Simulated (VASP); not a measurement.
Input of a VASP 6.6.1 run:

Contents of INCAR:

```
ALGO     = Normal         # electronic algorithm
EDIFF    = 1E-7           # SCF threshold, eV
ENCUT    = 520            # plane-wave cutoff, eV
GGA      = RP             # functional
ISIF     = 2              # what is computed and relaxed
ISMEAR   = -5             # smearing method
LASPH    = True           # aspherical terms in the spheres
LCHARG   = True           # write CHGCAR
LDAU     = True           # DFT+U
LDAUJ    = 0            
LDAUL    = 2              # shell
LDAUPRINT= 1            
LDAUTYPE = 2            
LDAUU    = 6              # U, eV
LELF     = True           # ELF
LMAXMIX  = 4              # l up to which the mixer works
LREAL    = False          # projectors in reciprocal space
LVHAR    = True         
LWAVE    = False          # write WAVECAR
NBANDS   = 13             # bands
NELM     = 150            # most SCF steps
PREC     = Accurate       # precision mode
SIGMA    = 0.05           # smearing width, eV
```

File KPOINTS:

```
k-points
0
Gamma
  12 12 12
```

The input POSCAR:

```
Ru
1.0
    0.0000000000      1.9276824888      1.9276824888
    1.9276824888      0.0000000000      1.9276824888
    1.9276824888      1.9276824888      0.0000000000
Ru
1
Direct
    0.0000000000      0.0000000000      0.0000000000
```

Potentials or basis: VASP PAW PBE potentials, release 64 (Ru_pv).

Command:

```console
$ cat potpaw_PBE.64/Ru_pv/POTCAR > POTCAR
$ mpirun -np 1 vasp_std > vasp.out
```

(1) Estimate the pressure.

(2) What does it give for the band gap on the k mesh?

Answers

(1) -8.7 GPa.

(2) zero (band 7 reaches 13.88 eV, above the bottom of band 8 at 10.22 eV).

Caveat: the PAW data sets were made with another functional, which shifts forces and pressure a little; U without spin polarisation on a metal has little footing; the U is typed as a test and isn't derived for this compound; tetrahedron occupations give inexact forces and stress in metals.
